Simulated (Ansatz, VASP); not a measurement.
**Two plane-wave programs on AlB2H2**

```
Al B H
1.0
    -1.52799    1.42259    3.89866
     1.52799   -1.42259    3.89866
     1.52799    1.42259   -3.89866
Al B H
1 2 2
Direct
  0.00000 0.00000 0.00000
  0.25131 0.75131 0.50000
  0.74869 0.24869 0.50000
  0.35298 0.50000 0.85298
  0.64702 0.50000 0.14702
```

Change from the starting cell: species swapped into the CoB2W2 type (Immm, No. 71).

Alike in both runs: functional PBE; k mesh 8 × 8 × 8; occupations gaussian, width 0.1 eV; no spin polarisation.

Ansatz relaxed the structure, and its values are those at the end. VASP's run is a single point on that final structure, the one shown.

```csv
,VASP,Ansatz
version,VASP 6.6.1,Ansatz 0.2.0
potentials or method,"VASP PAW PBE potentials, release 64 (Al, B, H), cutoff 520 eV","scalar-relativistic, plane waves, PAW"
valence electrons in the cell,11,11
```

Ansatz gave:

| Item | Value |
| --- | --- |
| gap on the k mesh at the Fermi level (eV) | none |
| pressure (GPa) | 0.1 |
| rms of the force components (eV/Å) | 0.004 |

Question: Which values does VASP return?

Answer: gap on the k mesh at the Fermi level (eV): none; pressure (GPa): 0.0; rms of the force components (eV/Å): 0.004.

A gap of «none» marks a metal or a gap that the smearing closes.

The k mesh is coarse, so the values compare programs but aren't converged.
